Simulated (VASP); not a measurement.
# Si3Sn (C2/m) in VASP: a series of runs

Runs on Si3Sn. Level: PBE. Tasks: single point.

All numbers are computed with VASP 6.6.1; they aren't measurements. Logs are shortened: lines on timing, memory, paths and dates and some standing lists are left out, and cuts for length are marked.

## 1. The cell of the first run

Symmetry: C2/m, No. 12, monoclinic system. Conventional cell: a = 13.502 Å, b = 4.072 Å, c = 7.048 Å, α = 90.00°, β = 99.56°, γ = 90.00°. Sn (site symmetry m) has 3 Si at 2.55 to 2.60 Å and 1 Sn at 2.75 Å within 3.4 Å. Within 3.1 Å of Si (site symmetry m) lie 4 Si at 2.38 to 2.46 Å. Within 3.1 Å of Si (site symmetry m) lie 2 Si at 2.32 to 2.38 Å and 2 Sn at 2.55 Å. Within 3.2 Å of Si (site symmetry m) lie 3 Si at 2.46 Å and 1 Sn at 2.60 Å.

## 2. Single point, PBE

Input file INCAR:

```
SYSTEM = Si3Sn
  ALGO = Normal
  EDIFF = 1E-6
  ENCUT = 520
  GGA = PE
  ISIF = 2
  ISMEAR = 0
  LASPH = .TRUE.
  LCHARG = .FALSE.
  LREAL = .FALSE.
  LWAVE = .FALSE.
  NBANDS = 36
  NELM = 100
  PREC = Accurate
  SIGMA = 0.01
```

Input file KPOINTS:

```
k-points
0
G
  10 10 6
  0 0 0
```

Input file POSCAR:

```
Si3Sn
1.0
    0.0000000000     -2.8793801402     -2.8793801402
    2.9036871777      5.7491609104     -2.8697807702
    5.7706667266     -2.8607283606      2.8607283606
Sn Si
2 6
Direct
    0.7476131052      0.4952262105      0.2676831048
    0.8148868948      0.6297737895      0.9198168952
    0.4990786577     -0.0018426845      0.5060344993
    0.2421771640      0.4843543281      0.7281881677
    0.0100422239      0.0200844477     -0.0017795407
    0.5524577761      0.1049155523      0.1892795407
    0.3203228360      0.6406456719      0.4593118323
    0.0634213423      0.1268426845      0.6814655007
```

Potentials or basis: VASP PAW PBE potentials, release 64 (Sn_d, Si).

Command:

```console
$ cat potpaw_PBE.64/Sn_d/POTCAR potpaw_PBE.64/Si/POTCAR > POTCAR
$ mpirun -np 1 vasp_std > vasp.out
```

OUTCAR:

```text
SYSTEM = Si3Sn
   EDIFF = 1E-6
   ENCUT = 520
   GGA = PE
   ISIF = 2
   ISMEAR = 0
   LASPH = .TRUE.
   LREAL = .FALSE.
   NELM = 100
   PREC = Accurate

 ion  position               nearest neighbor table
   1  0.748  0.495  0.268-   7 2.55   7 2.55   6 2.60   2 2.75
   2  0.815  0.630  0.920-   4 2.55   4 2.55   5 2.60   1 2.75
   3  0.499  0.998  0.506-   7 2.38   6 2.46   8 2.46   8 2.46
   4  0.242  0.484  0.728-   7 2.32   8 2.38   2 2.55   2 2.55
   5  0.010  0.020  0.998-   6 2.46   6 2.46   8 2.46   2 2.60
   6  0.552  0.105  0.189-   5 2.46   5 2.46   3 2.46   1 2.60
   7  0.320  0.641  0.459-   4 2.32   3 2.38   1 2.55   1 2.55
   8  0.063  0.127  0.681-   4 2.38   5 2.46   3 2.46   3 2.46

  LATTYP: Found a base centered monoclinic cell.
 ALAT       =    13.5017742646
 B/A-ratio  =     0.3015943213
 C/A-ratio  =     0.5219730169
 COS(beta)  =    -0.1660506339

  Lattice vectors:

 A1 = (   2.9036871777,   2.8697807702,  -5.7491609104)
 A2 = (   2.9036871777,   5.7491609104,  -2.8697807702)
 A3 = (   5.7706667266,  -2.8607283606,   2.8607283606)

Analysis of symmetry for initial positions (statically):
=====================================================================
 Subroutine PRICEL returns:
 Original cell was already a primitive cell.

 Routine SETGRP: Setting up the symmetry group for a
 base centered monoclinic supercell.

 Subroutine GETGRP returns: Found  4 space group operations
 (whereof  2 operations were pure point group operations)
 out of a pool of  4 trial point group operations.

The static configuration has the point symmetry C_1h.
 The point group associated with its full space group is C_2h.

Analysis of symmetry for dynamics (positions and initial velocities):
=====================================================================
 Subroutine PRICEL returns:
 Original cell was already a primitive cell.

 Routine SETGRP: Setting up the symmetry group for a
 base centered monoclinic supercell.

 Subroutine GETGRP returns: Found  4 space group operations
 (whereof  2 operations were pure point group operations)
 out of a pool of  4 trial point group operations.

The dynamic configuration has the point symmetry C_1h.
 The point group associated with its full space group is C_2h.

 Subroutine INISYM returns: Found  4 space group operations
 (whereof  2 operations are pure point group operations),
 and found     1 'primitive' translations

----------------------------------------------------------------------------------------

                                     Primitive cell

  volume of cell :     191.0479

  direct lattice vectors                    reciprocal lattice vectors
     0.000000000 -2.879380140 -2.879380140     0.043115491 -0.130162160 -0.217134811
     2.903687178  5.749160910 -2.869780770     0.086230982  0.086972651 -0.086972651
     5.770666727 -2.860728361  2.860728361     0.129900450 -0.043762945  0.043762945

  length of vectors
     4.072058445  7.051233372  7.047561846     0.256804711  0.150214068  0.143890645

  position of ions in fractional coordinates (direct lattice)
     0.747613105  0.495226211  0.267683105
     0.814886895  0.629773789  0.919816895
     0.499078658  0.998157316  0.506034499
     0.242177164  0.484354328  0.728188168
     0.010042224  0.020084448  0.998220459
     0.552457776  0.104915552  0.189279541
     0.320322836  0.640645672  0.459311832
     0.063421342  0.126842684  0.681465501

  ion indices of the primitive-cell ions
   primitive index   ion index
                 1           1
                 2           2
                 3           3
                 4           4
                 5           5
                 6           6
                 7           7
                 8           8

----------------------------------------------------------------------------------------

 KPOINTS: k-points

Automatic generation of k-mesh.
 Grid dimensions read from file:
 generate k-points for:   10   10    6

 Generating k-lattice:

  Cartesian coordinates                     Fractional coordinates (reciprocal lattice)
     0.004311549 -0.013016216 -0.021713481     0.100000000  0.000000000 -0.000000000
     0.008623098  0.008697265 -0.008697265     0.000000000  0.100000000  0.000000000
     0.021650075 -0.007293824  0.007293824     0.000000000  0.000000000  0.166666667

  Length of vectors
     0.025680471  0.015021407  0.023981774

  Shift w.r.t. Gamma in fractional coordinates (k-lattice)
     0.000000000  0.000000000  0.000000000

 Subroutine IBZKPT returns following result:
 ===========================================

 Found    172 irreducible k-points:

 Following reciprocal coordinates:
            Coordinates               Weight
  0.000000  0.000000  0.000000      1.000000
  0.100000  0.000000  0.000000      4.000000
  0.200000  0.000000  0.000000      4.000000
  0.300000  0.000000  0.000000      4.000000
  0.400000  0.000000 -0.000000      4.000000
  0.500000  0.000000  0.000000      2.000000
[... 16 lines left out ...]
  0.000000  0.300000  0.000000      2.000000
  0.100000  0.300000  0.000000      4.000000
 [... further k-points ...]
   k-points           NKPTS =    172   k-points in BZ     NKDIM =    172   number of bands    NBANDS=     36
   number of dos      NEDOS =    301   number of ions     NIONS =      8
   total plane-waves  NPLWV =  87480
   dimension x,y,z NGX =    30 NGY =   54 NGZ =   54
   dimension x,y,z NGXF=    60 NGYF=  108 NGZF=  108
   ions per type =               2   6
   NGX,Y,Z   is equivalent  to a cutoff of  12.25, 12.73, 12.74 a.u.
   NGXF,Y,Z  is equivalent  to a cutoff of  24.50, 25.46, 25.48 a.u.
 SYSTEM =  Si3Sn
   PREC   = accura    normal or accurate (medium, high low for compatibility)
   ISTART =      0    job   : 0-new  1-cont  2-samecut
   ICHARG =      2    charge: 1-file 2-atom 10-const
   ISPIN  =      1    spin polarized calculation?
   LNONCOLLINEAR =      F non collinear calculations
   LSORBIT =      F    spin-orbit coupling
   LASPH  =      T    aspherical Exc in radial PAW
   ENCUT  =  520.0 eV  38.22 Ry    6.18 a.u.   7.57 13.11 13.10*2*pi/ulx,y,z
   NELM   =    100;   NELMIN=  2; NELMDL= -5     # of ELM steps
   EDIFF  = 0.1E-05   stopping-criterion for ELM
   LREAL  =      F    real-space projection
   EDIFFG = 0.1E-04   stopping-criterion for IOM
   NSW    =      0    number of steps for IOM
   IBRION =     -1    ionic relax: 0-MD 1-quasi-New 2-CG
   NFREE  =      0    steps in history (QN), initial steepest desc. (CG)
   ISIF   =      2    stress and relaxation
   ISYM   =      2    0-nonsym 1-usesym 2-fastsym
   POTIM  = 0.5000    time-step for ionic-motion
   TEBEG  =    0.0;   TEEND  =   0.0 temperature during run
   PSTRESS=    0.0 pullay stress
   NELECT =      52.0000    total number of electrons
   NUPDOWN=      -1.0000    fix difference up-down
   EMIN   =  10.00;   EMAX   =-10.00  energy-range for DOS
   EFERMI =   0.00;   METHOD = LEGACY
   ISMEAR =     0;   SIGMA  =   0.01  broadening in eV -4-tet -1-fermi 0-gaus
   EFERMI_NEDOS =   21; number of points for ismear=-14 and -15
   IALGO  =     38    algorithm
   IMIX   =      4    mixing-type and parameters
     AMIX     =   0.40;   BMIX     =  1.00
     AMIX_MAG =   1.60;   BMIX_MAG =  1.00
  volume/ion in A,a.u.               =      23.88       161.16
  Fermi-wavevector in a.u.,A,eV,Ry     =   1.060951  2.004906 15.314939  1.125616
  Thomas-Fermi vector in A             =   2.196350
   LORBIT       =      0    0 simple, 1 ext, 2 COOP (PROOUT), +10 PAW based schemes
   GGA     = PE    functional components
   LHFCALC =     F    Hartree Fock is set to
   AEXX    =    0.0000 exact exchange contribution
   IVDW    =     0    specifies the selected vdW correction
   LEPSILON=     F    determine dielectric tensor
   LRPA    =     F    only Hartree local field effects (RPA)
 non-spin polarized calculation
 Gauss-broadening in eV      SIGMA  =   0.01
  energy-cutoff  :      520.00
  volume of cell :      191.05
 maximum number of plane-waves:      5190
   NGX = 15   NGY = 27   NGZ = 27

 number of electron      51.9999994 magnetization

 Free energy of the ion-electron system (eV)
  ---------------------------------------------------
  ext. energy  EPLUGINS =         0.00000000
  ---------------------------------------------------
  free energy    TOTEN  =       -39.16972273 eV

  energy without entropy =      -39.16972273  energy(sigma->0) =      -39.16972273

 E-fermi :   6.0824     XC(G=0):  -9.2107

 val. band max:        6.0205437255   @ k =   0.0000   0.0000   0.0000
 cond. band min:       6.1396495401   @ k =   0.0000   0.0000   0.0000
 fundamental gap:      0.1191058146
 Fermi energy:         6.0823625485

 k-point     1 :       0.0000    0.0000    0.0000
  band No.  band energies     occupation
      1     -15.5782      2.00000
      2     -15.4214      2.00000
      3     -15.4182      2.00000
      4     -15.3659      2.00000
      5     -15.3552      2.00000
      6     -15.3346      2.00000
[... 28 lines left out ...]
     35       9.1439      0.00000
     36       9.8564      0.00000

 k-point     2 :       0.1000    0.0000    0.0000
  band No.  band energies     occupation
      1     -15.5774      2.00000
      2     -15.4211      2.00000
      3     -15.4194      2.00000
      4     -15.3637      2.00000
      5     -15.3567      2.00000
      6     -15.3324      2.00000
[... 28 lines left out ...]
     35       9.3749      0.00000
     36       9.4297      0.00000

 k-point     3 :       0.2000    0.0000    0.0000
  band No.  band energies     occupation
      1     -15.5753      2.00000
      2     -15.4228      2.00000
      3     -15.4203      2.00000
      4     -15.3603      2.00000
      5     -15.3578      2.00000
      6     -15.3320      2.00000
[... 28 lines left out ...]
     35       9.5065      0.00000
     36       9.7349      0.00000

 k-point     4 :       0.3000    0.0000    0.0000
  band No.  band energies     occupation
      1     -15.5729      2.00000
      2     -15.4268      2.00000
      3     -15.4194      2.00000
      4     -15.3645      2.00000
      5     -15.3505      2.00000
      6     -15.3351      2.00000
[... 28 lines left out ...]
     35      10.2441      0.00000
     36      10.3985      0.00000

 k-point     5 :       0.4000    0.0000   -0.0000
  band No.  band energies     occupation
      1     -15.5710      2.00000
      2     -15.4300      2.00000
      3     -15.4187      2.00000
      4     -15.3678      2.00000
      5     -15.3443      2.00000
      6     -15.3379      2.00000
[... 655 lines left out ...]
 k-point    22 :      -0.4000    0.2000    0.0000
  band No.  band energies     occupation
      1     -15.5710      2.00000
      2     -15.4301      2.00000
      3     -15.4187      2.00000
      4     -15.3678      2.00000
      5     -15.3444      2.00000
      6     -15.3378      2.00000
[... 28 lines left out ...]
     35      10.2969      0.00000
     36      10.5922      0.00000

 k-point    23 :       0.0000    0.3000    0.0000
  band No.  band energies     occupation
      1     -15.5781      2.00000
      2     -15.4214      2.00000
      3     -15.4182      2.00000
      4     -15.3656      2.00000
      5     -15.3552      2.00000
      6     -15.3348      2.00000
[... 28 lines left out ...]
     35       9.2911      0.00000
     36       9.3560      0.00000

 k-point    24 :       0.1000    0.3000    0.0000
  band No.  band energies     occupation
      1     -15.5773      2.00000
      2     -15.4211      2.00000
      3     -15.4194      2.00000
      4     -15.3633      2.00000
      5     -15.3567      2.00000
      6     -15.3326      2.00000
[... 28 lines left out ...]
     35       9.1985      0.00000
     36       9.4761      0.00000

 [... further k-points ...]

------------------------ aborting loop because EDIFF is reached ----------------------------------------

  FORCE on cell =-STRESS in cart. coord.  units (eV):
  Direction    XX          YY          ZZ          XY          YZ          ZX
  --------------------------------------------------------------------------------------
  -------------------------------------------------------------------------------------
  Total       -0.0924303     -0.0879846     -0.0879846     -0.0087663     -0.0105507      0.0087660
  in kB       -0.7751449     -0.7378617     -0.7378617     -0.0735162     -0.0884808      0.0735143
  external PRESSURE =      -0.7502894 kB  Pullay stress =       0.0000000 kB

 VOLUME and BASIS-vectors are now :
 -----------------------------------------------------------------------------
  energy-cutoff  :      520.00
  volume of cell :      191.05
      direct lattice vectors                 reciprocal lattice vectors
     0.000000000 -2.879380140 -2.879380140     0.043115491 -0.130162160 -0.217134811
     2.903687178  5.749160910 -2.869780770     0.086230982  0.086972651 -0.086972651
     5.770666727 -2.860728361  2.860728361     0.129900450 -0.043762945  0.043762945

 POSITION                                       TOTAL-FORCE (eV/Angst)
 -----------------------------------------------------------------------------------
      2.98269     -0.07130     -2.80808         0.005964      0.000013     -0.000013
      7.13662     -1.35704     -1.52234        -0.005964     -0.000013      0.000013
      5.81849      2.85390     -2.85390        -0.001157     -0.001857      0.001857
      5.60854      0.00416     -0.00416         0.007584      0.001640     -0.001640
      5.81872     -2.76908      2.76908        -0.004377     -0.002956      0.002956
      1.39691     -1.52904     -1.35034         0.004377      0.002956     -0.002956
      4.51077      1.44688     -1.44688        -0.007584     -0.001640      0.001640
      4.30082     -1.40286      1.40286         0.001157      0.001857     -0.001857
 -----------------------------------------------------------------------------------
    total drift:                                0.000009     -0.000012     -0.000007

  FREE ENERGIE OF THE ION-ELECTRON SYSTEM (eV)
  ---------------------------------------------------
  free  energy   TOTEN  =       -39.1697227293 eV

  energy  without entropy=      -39.1697227293  energy(sigma->0) =      -39.16972273
```

Run time: 9.7 min. Hardware: 1 thread of Intel Xeon 6975P-C (Granite Rapids), shared host; peak memory 0.92 GiB.

What came out:

* Free energy: -39.1697 eV
* Pressure: -0.1 GPa
* Largest force: 0.008 eV/Å
* Band gap on the k mesh: 0.12 eV

Forces on the atoms (eV/Å):
```
Sn   0.006  0.000  0.000
Sn  -0.006  0.000  0.000
Si  -0.001 -0.002  0.002
Si   0.008  0.002 -0.002
Si  -0.004 -0.003  0.003
Si   0.004  0.003 -0.003
Si  -0.008 -0.002  0.002
Si   0.001  0.002 -0.002
```

Caveat: spin-orbit coupling is left out, which moves the levels of the heavy elements. A k mesh can miss the band edges.

## 3. Single point, PBE

This run uses another cell than the first one, of 23.09 Å³/atom.

Input file INCAR:

```
PREC     = Accurate       # precision mode
ENCUT    = 520            # plane-wave cutoff, eV
EDIFF    = 1E-7           # SCF threshold, eV
ISMEAR   = 0              # smearing method
SIGMA    = 0.1            # smearing width, eV
LREAL    = F              # projectors in reciprocal space
LASPH    = T              # aspherical terms in the spheres
NELM     = 100            # most SCF steps
ALGO     = Normal         # electronic algorithm
ISIF     = 2              # what is computed and relaxed
LWAVE    = F              # write WAVECAR
LCHARG   = F              # write CHGCAR
GGA      = PE             # functional
NBANDS   = 36             # bands
```

Input file KPOINTS:

```
regular mesh
0
Gamma
  6 6 4
```

Input file POSCAR:

```
Si3Sn
1.0
    0.0000000000     -2.8477500000     -2.8477500000
    2.8477500000      5.6955000000     -2.8477500000
    5.6955000000     -2.8477500000      2.8477500000
Sn Si
2 6
Direct
    0.7500000000      0.5000000000      0.2500000000
    0.8125000000      0.6250000000      0.9375000000
    0.5000000000      0.0000000000      0.5000000000
    0.2500000000      0.5000000000      0.7500000000
    0.0000000000      0.0000000000      0.0000000000
    0.5625000000      0.1250000000      0.1875000000
    0.3125000000      0.6250000000      0.4375000000
    0.0625000000      0.1250000000      0.6875000000
```

Potentials or basis: VASP PAW PBE potentials, release 64 (Sn_d, Si).

Command:

```console
$ cat potpaw_PBE.64/Sn_d/POTCAR potpaw_PBE.64/Si/POTCAR > POTCAR
$ mpirun -np 1 vasp_std > vasp.out
```

It took 2.8 min on 1 thread of Intel Xeon 6975P-C (Granite Rapids), shared host; peak memory 0.42 GiB.

Results (log left out):

```yaml
Free_energy: -38.1628 eV
Pressure: 4.4 GPa
Largest_force: 2.790 eV/Å
Band_gap_on_the_k_mesh: 0.56 eV (least direct gap 0.82 eV)
```

Forces on the atoms (eV/Å):
```
Sn   1.705 -1.562  1.562
Sn  -1.705  1.562 -1.562
Si  -0.027 -0.080  0.080
Si  -2.227  0.109 -0.109
Si   1.007  1.077 -1.077
Si  -1.007 -1.077  1.077
Si   2.227 -0.109  0.109
Si   0.027  0.080 -0.080
```

Stress tensor (GPa, compression positive):
```
 4.29 -0.66  0.66
-0.66  4.50 -0.49
 0.66 -0.49  4.50
```

Levels at points of the mesh, in eV from the valence-band top:
```tsv
k point	band 23	band 24	band 25	band 26	band 27	band 28	band 29	band 30
(0.00, 0.00, 0.00)	-1.35	-0.07	-0.02	0.00	0.82	1.17	1.60	2.05
(0.50, 0.00, 0.00)	-2.99	-2.93	-2.05	-1.94	2.12	2.24	2.53	2.59
(0.00, 0.50, 0.00)	-1.05	-1.05	-0.67	-0.62	0.60	0.66	0.99	1.15
(0.00, 0.00, 0.50)	-1.44	-1.41	-1.34	-1.29	1.52	1.59	1.85	2.09
(0.50, 0.00, 0.50)	-2.31	-2.25	-1.33	-1.28	0.60	0.68	0.97	1.18
(0.00, 0.50, 0.50)	-2.34	-2.21	-0.90	-0.86	1.14	1.17	2.14	2.21
```

Caveat: the cell stands under pressure; spin-orbit coupling is left out, which moves the levels of the heavy elements; forces of over 1 eV/Å act on the atoms, so gaps and moduli don't describe the material at rest.
